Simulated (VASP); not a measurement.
# TiB2 (P6/mmm) in VASP: a series of runs

TiB2 is run at these levels: PBE, LDA; tasks: relaxation of shape and atoms at fixed volume, single point.

Program: VASP 6.6.1. These are calculated values, not measurements. Logs are shortened: lines on timing, memory, paths and dates and some standing lists are left out, and cuts for length are marked.

## Step 1: The cell of the first run

The structure is hexagonal, space group P6/mmm (No. 191). Conventional cell: a = 3.062 Å, b = 3.062 Å, c = 3.256 Å, α = 90.00°, β = 90.00°, γ = 120.00°. Within 3.3 Å of Ti (site symmetry 6/mmm) lie 12 B at 2.40 Å and 8 Ti at 3.06 to 3.26 Å. B (site symmetry -6m2) has 3 B at 1.77 Å within 2.3 Å.

## Step 2: Relaxation of shape and atoms at fixed volume, PBE (8.81 Å³/atom)

Input file INCAR:

```
SYSTEM = TiB2
ALGO = Normal ; EDIFF = 1E-6
EDIFFG = -0.01 ; ENCUT = 600
GGA = PE ; IBRION = 2
ISIF = 4 ; ISMEAR = 0
LASPH = .True. ; LCHARG = .False.
LREAL = .False. ; LWAVE = .False.
NELM = 60 ; NSW = 50
PREC = Accurate ; SIGMA = 0.1
```

Input file KPOINTS:

```
k-points
0
Gamma
  18 18 14
  0 0 0
```

Input file POSCAR:

```
TiB2
1.0
    3.0618247414      0.0000000000      0.0000000000
   -1.5309123707      2.6516180080      0.0000000000
    0.0000000000      0.0000000000      3.2561549533
Ti B
1 2
Direct
    0.0000000000      0.0000000000      0.0000000000
    0.3333333333      0.6666666667      0.5000000000
    0.6666666667      0.3333333333      0.5000000000
```

Potentials or basis: VASP PAW PBE potentials, release 64 (Ti_sv, B).

Command:

```bash
> cat potpaw_PBE.64/Ti_sv/POTCAR potpaw_PBE.64/B/POTCAR > POTCAR
> mpirun -np 1 vasp_std > vasp.out
```

OUTCAR:

```text
SYSTEM = TiB2
   EDIFF = 1E-6
   EDIFFG = -0.01
   ENCUT = 600
   GGA = PE
   IBRION = 2
   ISIF = 4
   ISMEAR = 0
   LASPH = .True.
   LREAL = .False.
   NELM = 60
   NSW = 50
   PREC = Accurate

 ion  position               nearest neighbor table
   1  0.000  0.000  0.000-   2 2.40   3 2.40   2 2.40   3 2.40   3 2.40   3 2.40   2 2.40   2 2.40
                             3 2.40   3 2.40   2 2.40   2 2.40
   2  0.333  0.667  0.500-   3 1.77   3 1.77   3 1.77   1 2.40   1 2.40   1 2.40   1 2.40   1 2.40
                             1 2.40
   3  0.667  0.333  0.500-   2 1.77   2 1.77   2 1.77   1 2.40   1 2.40   1 2.40   1 2.40   1 2.40
                             1 2.40

  LATTYP: Found a hexagonal cell.
 ALAT       =     3.0618247414
 C/A-ratio  =     1.0634687575

  Lattice vectors:

 A1 = (   3.0618247414,   0.0000000000,   0.0000000000)
 A2 = (  -1.5309123707,   2.6516180080,   0.0000000000)
 A3 = (   0.0000000000,   0.0000000000,   3.2561549533)

Analysis of symmetry for initial positions (statically):
=====================================================================
 Subroutine PRICEL returns:
 Original cell was already a primitive cell.

 Routine SETGRP: Setting up the symmetry group for a
 hexagonal supercell.

 Subroutine GETGRP returns: Found 24 space group operations
 (whereof 24 operations were pure point group operations)
 out of a pool of 24 trial point group operations.

The static configuration has the point symmetry D_6h.

Analysis of symmetry for dynamics (positions and initial velocities):
=====================================================================
 Subroutine PRICEL returns:
 Original cell was already a primitive cell.

 Routine SETGRP: Setting up the symmetry group for a
 hexagonal supercell.

 Subroutine GETGRP returns: Found 24 space group operations
 (whereof 24 operations were pure point group operations)
 out of a pool of 24 trial point group operations.

The dynamic configuration has the point symmetry D_6h.

 Subroutine INISYM returns: Found 24 space group operations
 (whereof 24 operations are pure point group operations),
 and found     1 'primitive' translations

----------------------------------------------------------------------------------------

                                     Primitive cell

  volume of cell :      26.4360

  direct lattice vectors                    reciprocal lattice vectors
     3.061824741  0.000000000  0.000000000     0.326602626  0.188564114  0.000000000
    -1.530912371  2.651618008  0.000000000     0.000000000  0.377128228  0.000000000
     0.000000000  0.000000000  3.256154953     0.000000000  0.000000000  0.307110692

  length of vectors
     3.061824741  3.061824741  3.256154953     0.377128228  0.377128228  0.307110692

  position of ions in fractional coordinates (direct lattice)
     0.000000000  0.000000000  0.000000000
     0.333333333  0.666666667  0.500000000
     0.666666667  0.333333333  0.500000000

  ion indices of the primitive-cell ions
   primitive index   ion index
                 1           1
                 2           2
                 3           3

----------------------------------------------------------------------------------------

 KPOINTS: k-points

Automatic generation of k-mesh.
 Grid dimensions read from file:
 generate k-points for:   18   18   14

 Generating k-lattice:

  Cartesian coordinates                     Fractional coordinates (reciprocal lattice)
     0.018144590  0.010475784  0.000000000     0.055555556  0.000000000  0.000000000
     0.000000000  0.020951568  0.000000000     0.000000000  0.055555556  0.000000000
     0.000000000  0.000000000  0.021936478     0.000000000  0.000000000  0.071428571

  Length of vectors
     0.020951568  0.020951568  0.021936478

  Shift w.r.t. Gamma in fractional coordinates (k-lattice)
     0.000000000  0.000000000  0.000000000

 Subroutine IBZKPT returns following result:
 ===========================================

 Found    296 irreducible k-points:

 Following reciprocal coordinates:
            Coordinates               Weight
  0.000000  0.000000  0.000000      1.000000
  0.055556  0.000000  0.000000      6.000000
  0.111111  0.000000  0.000000      6.000000
  0.166667  0.000000  0.000000      6.000000
  0.222222  0.000000  0.000000      6.000000
  0.277778  0.000000  0.000000      6.000000
[... 16 lines left out ...]
  0.333333  0.111111  0.000000     12.000000
  0.388889  0.111111  0.000000     12.000000
 [... further k-points ...]
   k-points           NKPTS =    296   k-points in BZ     NKDIM =    296   number of bands    NBANDS=     13
   number of dos      NEDOS =    301   number of ions     NIONS =      3
   total plane-waves  NPLWV =  16128
   dimension x,y,z NGX =    24 NGY =   24 NGZ =   28
   dimension x,y,z NGXF=    48 NGYF=   48 NGZF=   56
   ions per type =               1   2
   NGX,Y,Z   is equivalent  to a cutoff of  13.03, 13.03, 14.30 a.u.
   NGXF,Y,Z  is equivalent  to a cutoff of  26.06, 26.06, 28.59 a.u.
 SYSTEM =  TiB2
   PREC   = accura    normal or accurate (medium, high low for compatibility)
   ISTART =      0    job   : 0-new  1-cont  2-samecut
   ICHARG =      2    charge: 1-file 2-atom 10-const
   ISPIN  =      1    spin polarized calculation?
   LNONCOLLINEAR =      F non collinear calculations
   LSORBIT =      F    spin-orbit coupling
   LASPH  =      T    aspherical Exc in radial PAW
   ENCUT  =  600.0 eV  44.10 Ry    6.64 a.u.   6.12  6.12  6.50*2*pi/ulx,y,z
   NELM   =     60;   NELMIN=  2; NELMDL= -5     # of ELM steps
   EDIFF  = 0.1E-05   stopping-criterion for ELM
   LREAL  =      F    real-space projection
   EDIFFG = -.1E-01   stopping-criterion for IOM
   NSW    =     50    number of steps for IOM
   IBRION =      2    ionic relax: 0-MD 1-quasi-New 2-CG
   NFREE  =      1    steps in history (QN), initial steepest desc. (CG)
   ISIF   =      4    stress and relaxation
   ISYM   =      2    0-nonsym 1-usesym 2-fastsym
   POTIM  = 0.5000    time-step for ionic-motion
   TEBEG  =    0.0;   TEEND  =   0.0 temperature during run
   PSTRESS=    0.0 pullay stress
   NELECT =      18.0000    total number of electrons
   NUPDOWN=      -1.0000    fix difference up-down
   EMIN   =  10.00;   EMAX   =-10.00  energy-range for DOS
   EFERMI =   0.00;   METHOD = LEGACY
   ISMEAR =     0;   SIGMA  =   0.10  broadening in eV -4-tet -1-fermi 0-gaus
   EFERMI_NEDOS =   21; number of points for ismear=-14 and -15
   IALGO  =     38    algorithm
   IMIX   =      4    mixing-type and parameters
     AMIX     =   0.40;   BMIX     =  1.00
     AMIX_MAG =   1.60;   BMIX_MAG =  1.00
  volume/ion in A,a.u.               =       8.81        59.47
  Fermi-wavevector in a.u.,A,eV,Ry     =   1.440236  2.721651 28.222274  2.074279
  Thomas-Fermi vector in A             =   2.559002
   LORBIT       =      0    0 simple, 1 ext, 2 COOP (PROOUT), +10 PAW based schemes
   GGA     = PE    functional components
   LHFCALC =     F    Hartree Fock is set to
   AEXX    =    0.0000 exact exchange contribution
   IVDW    =     0    specifies the selected vdW correction
   LEPSILON=     F    determine dielectric tensor
   LRPA    =     F    only Hartree local field effects (RPA)
 conjugate gradient relaxation of ions
 non-spin polarized calculation
 Gauss-broadening in eV      SIGMA  =   0.10
  energy-cutoff  :      600.00
  volume of cell :       26.44
 maximum number of plane-waves:       906
   NGX = 13   NGY = 13   NGZ = 13

--------------------------------------- Ionic step        1  -------------------------------------------

 number of electron      17.9999995 magnetization

 Free energy of the ion-electron system (eV)
  ---------------------------------------------------
  ext. energy  EPLUGINS =         0.00000000
  ---------------------------------------------------
  free energy    TOTEN  =       -24.41639357 eV

  energy without entropy =      -24.41459660  energy(sigma->0) =      -24.41549508

------------------------ aborting loop because EDIFF is reached ----------------------------------------

  FORCE on cell =-STRESS in cart. coord.  units (eV):
  Direction    XX          YY          ZZ          XY          YZ          ZX
  --------------------------------------------------------------------------------------
  -------------------------------------------------------------------------------------
  Total       -1.2335498     -1.2335498     -0.9733376      0.0000000     -0.0000000     -0.0000000
  in kB      -74.7602810    -74.7602810    -58.9899114      0.0000000     -0.0000000     -0.0000000
  external PRESSURE =     -69.5034911 kB  Pullay stress =       0.0000000 kB

 VOLUME and BASIS-vectors are now :
 -----------------------------------------------------------------------------
  energy-cutoff  :      600.00
  volume of cell :       26.44
      direct lattice vectors                 reciprocal lattice vectors
     3.061824741  0.000000000  0.000000000     0.326602626  0.188564114  0.000000000
    -1.530912371  2.651618008  0.000000000     0.000000000  0.377128228  0.000000000
     0.000000000  0.000000000  3.256154953     0.000000000  0.000000000  0.307110692

 POSITION                                       TOTAL-FORCE (eV/Angst)
 -----------------------------------------------------------------------------------
      0.00000      0.00000      0.00000        -0.000000      0.000000      0.000000
     -0.00000      1.76775      1.62808         0.000000     -0.000000     -0.000000
      1.53091      0.88387      1.62808        -0.000000      0.000000      0.000000
 -----------------------------------------------------------------------------------
    total drift:                               -0.000000      0.000000     -0.000000

  FREE ENERGIE OF THE ION-ELECTRON SYSTEM (eV)
  ---------------------------------------------------
  free  energy   TOTEN  =       -24.4163935691 eV

  energy  without entropy=      -24.4145965953  energy(sigma->0) =      -24.41549508

--------------------------------------- Ionic step        2  -------------------------------------------

 number of electron      17.9999995 magnetization

 Free energy of the ion-electron system (eV)
  ---------------------------------------------------
  ext. energy  EPLUGINS =         0.00000000
  ---------------------------------------------------
  free energy    TOTEN  =       -24.41675206 eV

  energy without entropy =      -24.41497923  energy(sigma->0) =      -24.41586564

 E-fermi :   9.7179     XC(G=0): -12.6244

 val. band max:        9.7077569333   @ k =   0.0556   0.0556   0.5000
 cond. band min:       9.7187598643   @ k =   0.0000   0.0000   0.2143
 fundamental gap:      0.0110029310
 Fermi energy:         9.7178593221

 k-point     1 :       0.0000    0.0000    0.0000
  band No.  band energies     occupation
      1     -47.3596      2.00000
      2     -23.7076      2.00000
      3     -23.4071      2.00000
      4     -23.4071      2.00000
      5      -3.6696      2.00000
      6       7.1480      2.00000
      7       7.1480      2.00000
      8       7.3352      2.00000
      9       7.6248      2.00000
     10      11.4750      0.00000
     11      11.4750      0.00000
     12      13.1724      0.00000
     13      13.1724      0.00000

 k-point     2 :       0.0556    0.0000    0.0000
  band No.  band energies     occupation
      1     -47.3582      2.00000
      2     -23.7057      2.00000
      3     -23.4183      2.00000
      4     -23.4096      2.00000
      5      -3.6113      2.00000
      6       6.9733      2.00000
      7       7.1363      2.00000
      8       7.2902      2.00000
      9       7.6548      2.00000
     10      11.4579      0.00000
     11      11.5748      0.00000
[... 339 lines left out ...]
 k-point    24 :       0.3889    0.1111    0.0000
  band No.  band energies     occupation
      1     -47.3116      2.00000
      2     -23.7478      2.00000
      3     -23.6460      2.00000
      4     -23.5155      2.00000
      5      -0.1714      2.00000
      6       1.4447      2.00000
      7       5.2820      2.00000
      8       6.6788      2.00000
      9       8.5781      2.00000
     10      10.1225      0.00000
     11      11.8711      0.00000
     12      12.6189      0.00000
     13      13.9650      0.00000

 [... further k-points ...]

------------------------ aborting loop because EDIFF is reached ----------------------------------------

  FORCE on cell =-STRESS in cart. coord.  units (eV):
  Direction    XX          YY          ZZ          XY          YZ          ZX
  --------------------------------------------------------------------------------------
  -------------------------------------------------------------------------------------
  Total       -1.1244804     -1.1244804     -1.1291735      0.0000000      0.0000000      0.0000000
  in kB      -68.1500416    -68.1500416    -68.4344694      0.0000000      0.0000000      0.0000000
  external PRESSURE =     -68.2448508 kB  Pullay stress =       0.0000000 kB

 VOLUME and BASIS-vectors are now :
 -----------------------------------------------------------------------------
  energy-cutoff  :      600.00
  volume of cell :       26.44
      direct lattice vectors                 reciprocal lattice vectors
     3.057560008  0.000000000 -0.000000000     0.327058176  0.188827126  0.000000000
    -1.528780004  2.647924641  0.000000000     0.000000000  0.377654252  0.000000000
     0.000000000 -0.000000000  3.265244762     0.000000000  0.000000000  0.306255755

 POSITION                                       TOTAL-FORCE (eV/Angst)
 -----------------------------------------------------------------------------------
      3.05756     -0.00000     -0.00000         0.000000      0.000000      0.000000
     -0.00000      1.76528      1.63262         0.000000     -0.000000      0.000000
      1.52878      0.88264      1.63262        -0.000000      0.000000     -0.000000
 -----------------------------------------------------------------------------------
    total drift:                                0.000000      0.000000     -0.000000

  FREE ENERGIE OF THE ION-ELECTRON SYSTEM (eV)
  ---------------------------------------------------
  free  energy   TOTEN  =       -24.4167520587 eV

  energy  without entropy=      -24.4149792281  energy(sigma->0) =      -24.41586564

 reached required accuracy - stopping structural energy minimisation
```

Wall time 89 s (1 thread of Intel Xeon Platinum 8488C (Sapphire Rapids), shared host); peak memory 0.25 GiB.

Results:

| Quantity | Value |
| --- | --- |
| Free energy | -24.4168 eV |
| Energy gained by relaxing | 0.1 meV/atom |
| Ionic steps | 2 |
| Pressure after relaxing | -6.8 GPa |
| Band gap on the k mesh | zero (bands 9 and 10 overlap by 0.62 eV) |

Step by step:
```
step  energy change (eV)  largest force (eV/Å)  pressure (GPa)  volume (Å³)
   1              0.0000                0.0000           -6.95        26.44
   2             -0.0004                0.0000           -6.82        26.44
```

Final structure:
```
Ti B
1.0
     3.05756    0.00000    0.00000
    -1.52878    2.64792    0.00000
     0.00000    0.00000    3.26524
Ti B
1 2
Direct
  0.00000 0.00000 0.00000
  0.33333 0.66667 0.50000
  0.66667 0.33333 0.50000
```

Levels at points of the mesh, in eV from the Fermi level:
| k point | band 5 | band 6 | band 7 | band 8 | band 9 | band 10 | band 11 | band 12 | band 13 |
| --- | --- | --- | --- | --- | --- | --- | --- | --- | --- |
| (0.00, 0.00, 0.00) | -13.39 | -2.57 | -2.57 | -2.38 | -2.09 | 1.76 | 1.76 | 3.45 | 3.45 |
| (0.50, 0.00, 0.00) | -9.27 | -9.22 | -3.26 | -3.19 | -2.23 | 1.23 | 2.58 | 3.03 | 3.22 |
| (0.00, 0.00, 0.50) | -11.56 | -7.53 | -0.59 | -0.59 | -0.21 | -0.21 | 0.38 | 0.38 | 1.49 |
| (0.50, 0.00, 0.50) | -9.66 | -7.53 | -4.57 | -3.76 | -3.17 | 2.31 | 2.75 | 4.19 | 4.33 |

(Continued in part 2 of 2.)
